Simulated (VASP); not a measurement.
# KCl (Fm-3m) in VASP: a series of runs

KCl is run at these levels: PBE; tasks: single point.

Everything below comes from runs of VASP 6.6.1. Logs are shortened: lines on timing, memory, paths and dates and some standing lists are left out, and cuts for length are marked.

## 1. The cell of the first run

The structure is cubic, space group Fm-3m (No. 225). Conventional cell: a = 6.183 Å, b = 6.183 Å, c = 6.183 Å, α = 90.00°, β = 90.00°, γ = 90.00°. Within 4.1 Å of K (site symmetry m-3m) lie 6 Cl at 3.09 Å. Cl (site symmetry m-3m) has 6 K at 3.09 Å within 4.1 Å.

## 2. Single point, PBE (volume scaled by 0.94)

INCAR reads:

```
PREC = Accurate ; ENCUT = 520
EDIFF = 1E-7 ; ISMEAR = -1
SIGMA = 0.03 ; LREAL = F
LASPH = T ; NELM = 80
ALGO = Normal ; ISIF = 2
LWAVE = F ; LCHARG = F
GGA = PE ; NBANDS = 15
```

KPOINTS reads:

```
regular mesh
0
Gamma
  7 7 7
```

POSCAR reads:

```
KCl
1.0
    0.0000000000      3.0916717177      3.0916717177
    3.0916717177      0.0000000000      3.0916717177
    3.0916717177      3.0916717177      0.0000000000
K Cl
1 1
Direct
    0.0000000000      0.0000000000      0.0000000000
    0.5000000000      0.5000000000      0.5000000000
```

Potentials or basis: VASP PAW PBE potentials, release 64 (K_sv, Cl).

Launch:

```
$ cat potpaw_PBE.64/K_sv/POTCAR potpaw_PBE.64/Cl/POTCAR > POTCAR
$ mpirun -np 1 vasp_std > vasp.out
```

OUTCAR:

```text
PREC = Accurate
   ENCUT = 520
   EDIFF = 1E-7
   ISMEAR = -1
   LREAL = F
   LASPH = T
   NELM = 80
   ISIF = 2
   GGA = PE

 ion  position               nearest neighbor table
   1  0.000  0.000  0.000-   2 3.09   2 3.09   2 3.09   2 3.09   2 3.09   2 3.09
   2  0.500  0.500  0.500-   1 3.09   1 3.09   1 3.09   1 3.09   1 3.09   1 3.09

  LATTYP: Found a face centered cubic cell.
 ALAT       =     6.1833434354

  Lattice vectors:

 A1 = (   0.0000000000,   3.0916717177,   3.0916717177)
 A2 = (   3.0916717177,   0.0000000000,   3.0916717177)
 A3 = (   3.0916717177,   3.0916717177,   0.0000000000)

Analysis of symmetry for initial positions (statically):
=====================================================================
 Subroutine PRICEL returns:
 Original cell was already a primitive cell.

 Routine SETGRP: Setting up the symmetry group for a
 face centered cubic supercell.

 Subroutine GETGRP returns: Found 48 space group operations
 (whereof 48 operations were pure point group operations)
 out of a pool of 48 trial point group operations.

The static configuration has the point symmetry O_h .

Analysis of symmetry for dynamics (positions and initial velocities):
=====================================================================
 Subroutine PRICEL returns:
 Original cell was already a primitive cell.

 Routine SETGRP: Setting up the symmetry group for a
 face centered cubic supercell.

 Subroutine GETGRP returns: Found 48 space group operations
 (whereof 48 operations were pure point group operations)
 out of a pool of 48 trial point group operations.

The dynamic configuration has the point symmetry O_h .

 Subroutine INISYM returns: Found 48 space group operations
 (whereof 48 operations are pure point group operations),
 and found     1 'primitive' translations

----------------------------------------------------------------------------------------

                                     Primitive cell

  volume of cell :      59.1031

  direct lattice vectors                    reciprocal lattice vectors
     0.000000000  3.091671718  3.091671718    -0.161724803  0.161724803  0.161724803
     3.091671718  0.000000000  3.091671718     0.161724803 -0.161724803  0.161724803
     3.091671718  3.091671718  0.000000000     0.161724803  0.161724803 -0.161724803

  length of vectors
     4.372284074  4.372284074  4.372284074     0.280115576  0.280115576  0.280115576

  position of ions in fractional coordinates (direct lattice)
     0.000000000  0.000000000  0.000000000
     0.500000000  0.500000000  0.500000000

  ion indices of the primitive-cell ions
   primitive index   ion index
                 1           1
                 2           2

----------------------------------------------------------------------------------------

 KPOINTS: regular mesh

Automatic generation of k-mesh.
 Grid dimensions read from file:
 generate k-points for:    7    7    7

 Generating k-lattice:

  Cartesian coordinates                     Fractional coordinates (reciprocal lattice)
    -0.023103543  0.023103543  0.023103543     0.142857143  0.000000000  0.000000000
     0.023103543 -0.023103543  0.023103543     0.000000000  0.142857143  0.000000000
     0.023103543  0.023103543 -0.023103543     0.000000000  0.000000000  0.142857143

  Length of vectors
     0.040016511  0.040016511  0.040016511

  Shift w.r.t. Gamma in fractional coordinates (k-lattice)
     0.000000000  0.000000000  0.000000000

 Subroutine IBZKPT returns following result:
 ===========================================

 Found     20 irreducible k-points:

 Following reciprocal coordinates:
            Coordinates               Weight
  0.000000  0.000000  0.000000      1.000000
  0.142857  0.000000  0.000000      8.000000
  0.285714  0.000000  0.000000      8.000000
  0.428571  0.000000  0.000000      8.000000
  0.142857  0.142857  0.000000      6.000000
  0.285714  0.142857  0.000000     24.000000
[... 12 lines left out ...]
 -0.428571  0.428571  0.142857     24.000000
 -0.285714  0.428571  0.142857     24.000000
   k-points           NKPTS =     20   k-points in BZ     NKDIM =     20   number of bands    NBANDS=     15
   number of dos      NEDOS =    301   number of ions     NIONS =      2
   total plane-waves  NPLWV =  46656
   dimension x,y,z NGX =    36 NGY =   36 NGZ =   36
   dimension x,y,z NGXF=    72 NGYF=   72 NGZF=   72
   ions per type =               1   1
   NGX,Y,Z   is equivalent  to a cutoff of  13.69, 13.69, 13.69 a.u.
   NGXF,Y,Z  is equivalent  to a cutoff of  27.38, 27.38, 27.38 a.u.
 SYSTEM =  unknown system
   PREC   = accura    normal or accurate (medium, high low for compatibility)
   ISTART =      0    job   : 0-new  1-cont  2-samecut
   ICHARG =      2    charge: 1-file 2-atom 10-const
   ISPIN  =      1    spin polarized calculation?
   LNONCOLLINEAR =      F non collinear calculations
   LSORBIT =      F    spin-orbit coupling
   LASPH  =      T    aspherical Exc in radial PAW
   ENCUT  =  520.0 eV  38.22 Ry    6.18 a.u.   8.13  8.13  8.13*2*pi/ulx,y,z
   NELM   =     80;   NELMIN=  2; NELMDL= -5     # of ELM steps
   EDIFF  = 0.1E-06   stopping-criterion for ELM
   LREAL  =      F    real-space projection
   EDIFFG = 0.1E-05   stopping-criterion for IOM
   NSW    =      0    number of steps for IOM
   IBRION =     -1    ionic relax: 0-MD 1-quasi-New 2-CG
   NFREE  =      0    steps in history (QN), initial steepest desc. (CG)
   ISIF   =      2    stress and relaxation
   ISYM   =      2    0-nonsym 1-usesym 2-fastsym
   POTIM  = 0.5000    time-step for ionic-motion
   TEBEG  =    0.0;   TEEND  =   0.0 temperature during run
   PSTRESS=    0.0 pullay stress
   NELECT =      16.0000    total number of electrons
   NUPDOWN=      -1.0000    fix difference up-down
   EMIN   =  10.00;   EMAX   =-10.00  energy-range for DOS
   EFERMI =   0.00;   METHOD = LEGACY
   ISMEAR =    -1;   SIGMA  =   0.03  broadening in eV -4-tet -1-fermi 0-gaus
   EFERMI_NEDOS =   21; number of points for ismear=-14 and -15
   IALGO  =     38    algorithm
   IMIX   =      4    mixing-type and parameters
     AMIX     =   0.40;   BMIX     =  1.00
     AMIX_MAG =   1.60;   BMIX_MAG =  1.00
  volume/ion in A,a.u.               =      29.55       199.42
  Fermi-wavevector in a.u.,A,eV,Ry     =   1.059038  2.001291 15.259764  1.121561
  Thomas-Fermi vector in A             =   2.194369
   LORBIT       =      0    0 simple, 1 ext, 2 COOP (PROOUT), +10 PAW based schemes
   GGA     = PE    functional components
   LHFCALC =     F    Hartree Fock is set to
   AEXX    =    0.0000 exact exchange contribution
   IVDW    =     0    specifies the selected vdW correction
   LEPSILON=     F    determine dielectric tensor
   LRPA    =     F    only Hartree local field effects (RPA)
 non-spin polarized calculation
  energy-cutoff  :      520.00
  volume of cell :       59.10
 maximum number of plane-waves:      1639
 NGX is ok and might be reduce to    36
   NGX = 17   NGY = 17   NGZ = 17

 number of electron      16.0000001 magnetization

 Free energy of the ion-electron system (eV)
  ---------------------------------------------------
  ext. energy  EPLUGINS =         0.00000000
  ---------------------------------------------------
  free energy    TOTEN  =        -6.77602950 eV

  energy without entropy =       -6.77602950  energy(sigma->0) =       -6.77602950

 E-fermi :  -0.9646     XC(G=0):  -7.7571

 val. band max:       -1.6231018721   @ k =   0.0000   0.0000   0.0000
 cond. band min:       3.7514234917   @ k =   0.0000   0.0000   0.0000
 fundamental gap:      5.3745253638
 Fermi energy:        -0.9645746819

 k-point     1 :       0.0000    0.0000    0.0000
  band No.  band energies     occupation
      1     -28.6968      2.00000
      2     -13.8033      2.00000
      3     -12.1584      2.00000
      4     -12.1584      2.00000
      5     -12.1584      2.00000
      6      -1.6231      2.00000
      7      -1.6231      2.00000
      8      -1.6231      2.00000
      9       3.7514      0.00000
     10       6.7813      0.00000
     11       6.7813      0.00000
     12       6.7813      0.00000
     13       7.6875      0.00000
     14       7.6875      0.00000
     15      11.5463      0.00000

 k-point     2 :       0.1429    0.0000    0.0000
  band No.  band energies     occupation
      1     -28.6941      2.00000
      2     -13.8474      2.00000
      3     -12.1604      2.00000
      4     -12.1604      2.00000
      5     -12.1025      2.00000
      6      -1.8863      2.00000
      7      -1.6971      2.00000
      8      -1.6971      2.00000
      9       4.2550      0.00000
     10       6.6470      0.00000
     11       7.0498      0.00000
     12       7.0498      0.00000
     13       7.9888      0.00000
     14       7.9888      0.00000
     15      12.3107      0.00000

 k-point     3 :       0.2857    0.0000    0.0000
  band No.  band energies     occupation
      1     -28.6882      2.00000
      2     -13.9377      2.00000
      3     -12.1648      2.00000
      4     -12.1648      2.00000
      5     -11.9852      2.00000
      6      -2.3848      2.00000
      7      -1.8554      2.00000
      8      -1.8554      2.00000
      9       5.3254      0.00000
     10       6.6533      0.00000
     11       7.8012      0.00000
     12       7.8012      0.00000
     13       8.7926      0.00000
     14       8.7926      0.00000
     15      11.9844      0.00000
[... 271 lines left out ...]
 k-point    19 :      -0.4286    0.4286    0.1429
  band No.  band energies     occupation
      1     -28.6794      2.00000
      2     -13.7853      2.00000
      3     -12.2802      2.00000
      4     -12.2428      2.00000
      5     -12.1103      2.00000
      6      -2.3102      2.00000
      7      -2.0135      2.00000
      8      -1.9587      2.00000
      9       5.5014      0.00000
     10       7.1231      0.00000
     11       8.1177      0.00000
     12       9.0841      0.00000
     13       9.2550      0.00000
     14      10.0853      0.00000
     15      10.6758      0.00000

 k-point    20 :      -0.2857    0.4286    0.1429
  band No.  band energies     occupation
      1     -28.6789      2.00000
      2     -13.8162      2.00000
      3     -12.2870      2.00000
      4     -12.2429      2.00000
      5     -12.0555      2.00000
      6      -2.2545      2.00000
      7      -2.1577      2.00000
      8      -2.0188      2.00000
      9       6.1636      0.00000
     10       6.9172      0.00000
     11       8.1628      0.00000
     12       8.5295      0.00000
     13       9.9607      0.00000
     14      10.0969      0.00000
     15      11.0261      0.00000

------------------------ aborting loop because EDIFF is reached ----------------------------------------

  FORCE on cell =-STRESS in cart. coord.  units (eV):
  Direction    XX          YY          ZZ          XY          YZ          ZX
  --------------------------------------------------------------------------------------
  -------------------------------------------------------------------------------------
  Total        0.7283764      0.7283764      0.7283764      0.0000000      0.0000000      0.0000000
  in kB       19.7449623     19.7449623     19.7449623      0.0000000      0.0000000      0.0000000
  external PRESSURE =      19.7449623 kB  Pullay stress =       0.0000000 kB

 VOLUME and BASIS-vectors are now :
 -----------------------------------------------------------------------------
  energy-cutoff  :      520.00
  volume of cell :       59.10
      direct lattice vectors                 reciprocal lattice vectors
     0.000000000  3.091671718  3.091671718    -0.161724803  0.161724803  0.161724803
     3.091671718  0.000000000  3.091671718     0.161724803 -0.161724803  0.161724803
     3.091671718  3.091671718  0.000000000     0.161724803  0.161724803 -0.161724803

 POSITION                                       TOTAL-FORCE (eV/Angst)
 -----------------------------------------------------------------------------------
      0.00000      0.00000      0.00000        -0.000000      0.000000     -0.000000
      3.09167      3.09167      3.09167         0.000000     -0.000000      0.000000
 -----------------------------------------------------------------------------------
    total drift:                                0.000000      0.000000      0.000000

  FREE ENERGIE OF THE ION-ELECTRON SYSTEM (eV)
  ---------------------------------------------------
  free  energy   TOTEN  =        -6.7760295014 eV

  energy  without entropy=       -6.7760295014  energy(sigma->0) =       -6.77602950
```

Run time: 11 s. Hardware: 1 thread of AMD EPYC 9R45 (Zen 5), shared host; peak memory 0.17 GiB.

What came out:

```yaml
Free_energy: -6.7760 eV
Pressure: 2.0 GPa
Band_gap_on_the_k_mesh: 5.37 eV, direct
```

## 3. Single point, PBE (volume scaled by 0.96)

INCAR reads:

```
PREC     = Accurate       # precision mode
ENCUT    = 520            # plane-wave cutoff, eV
EDIFF    = 1E-6           # SCF threshold, eV
ISMEAR   = -1             # smearing method
SIGMA    = 0.03           # smearing width, eV
LREAL    = F              # projectors in reciprocal space
LASPH    = T              # aspherical terms in the spheres
NELM     = 100            # most SCF steps
ALGO     = Normal         # electronic algorithm
ISIF     = 2              # what is computed and relaxed
LWAVE    = F              # write WAVECAR
LCHARG   = F              # write CHGCAR
GGA      = PE             # functional
NBANDS   = 15             # bands
```

KPOINTS reads:

```
Automatic mesh
0
Gamma
  7 7 7
```

POSCAR reads:

```
KCl
1.0
    0.0000000000      3.1134447711      3.1134447711
    3.1134447711      0.0000000000      3.1134447711
    3.1134447711      3.1134447711      0.0000000000
K Cl
1 1
Direct
    0.0000000000      0.0000000000      0.0000000000
    0.5000000000      0.5000000000      0.5000000000
```

Potentials or basis: VASP PAW PBE potentials, release 64 (K_sv, Cl).

Launch:

```
$ cat potpaw_PBE.64/K_sv/POTCAR potpaw_PBE.64/Cl/POTCAR > POTCAR
$ mpirun -np 1 vasp_std > vasp.out
```

Run time: 10 s. Hardware: 1 thread of AMD EPYC 9R45 (Zen 5), shared host; peak memory 0.17 GiB.

Results (log left out):

- Free energy: -6.7899 eV
- Pressure: 1.5 GPa
- Band gap on the k mesh: 5.30 eV, direct

Levels at points of the mesh, in eV from the valence-band top:
```tsv
k point	band 5	band 6	band 7	band 8	band 9	band 10	band 11	band 12
(0.00, 0.00, 0.00)	-10.58	0.00	0.00	0.00	5.30	8.40	8.40	8.40
```

 A k mesh can miss the band edges.

(Continued in part 2 of 2.)
